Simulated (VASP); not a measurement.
Write the native input for VASP 6.6.1 that does the following.

| Quantity | Value |
| --- | --- |
| Task | single point |
| Functional | revPBE |
| Potentials or basis | VASP PAW PBE potentials, release 64 (Pb_d, Te) |
| Cutoff | 500 eV |
| k mesh | 6 × 6 × 6 |
| Occupations | gaussian, width 0.05 eV |
| Spin | no spin polarisation |
| Dipole correction | no |
| Further INCAR settings | ALGO = Normal; EDIFF = 1e-06; NBANDS = 17 |

The structure of TePb lies in POSCAR:

```
TePb
1.0
    0.0000000000      3.2514062571      3.2514062571
    3.2514062571      0.0000000000      3.2514062571
    3.2514062571      3.2514062571      0.0000000000
Pb Te
1 1
Direct
    0.5000000000      0.5000000000      0.5000000000
    0.0000000000      0.0000000000      0.0000000000
```

These files were run (other wordings do the same):

INCAR

```
PREC = Accurate
ENCUT = 500
EDIFF = 1E-6
ISMEAR = 0
SIGMA = 0.05
LREAL = False
LASPH = True
NELM = 120
ALGO = Normal
ISIF = 2
LWAVE = False
LCHARG = True
GGA = RE
LELF = True
LVHAR = True
NBANDS = 17
GGA_COMPAT = False
```

KPOINTS

```
Automatic mesh
0
Gamma
  6 6 6
```

Potentials or basis: VASP PAW PBE potentials, release 64 (Pb_d, Te).

Run with:

```console
$ cat potpaw_PBE.64/Pb_d/POTCAR potpaw_PBE.64/Te/POTCAR > POTCAR
$ mpirun -np 1 vasp_std > vasp.out
```

Results of the run:

```json
{
  "Pressure": "2.3 GPa",
  "Band gap on the k mesh": "0.82 eV, direct"
}
```

Caveat: the PAW data sets were made with another functional, which shifts forces and pressure a little; spin-orbit coupling is left out, which moves the levels of the heavy elements.

Run time: 14 s on 1 thread of Intel(R) Xeon(R) Platinum 8559C (Emerald Rapids), on a shared host, peak memory 0.2 GiB.
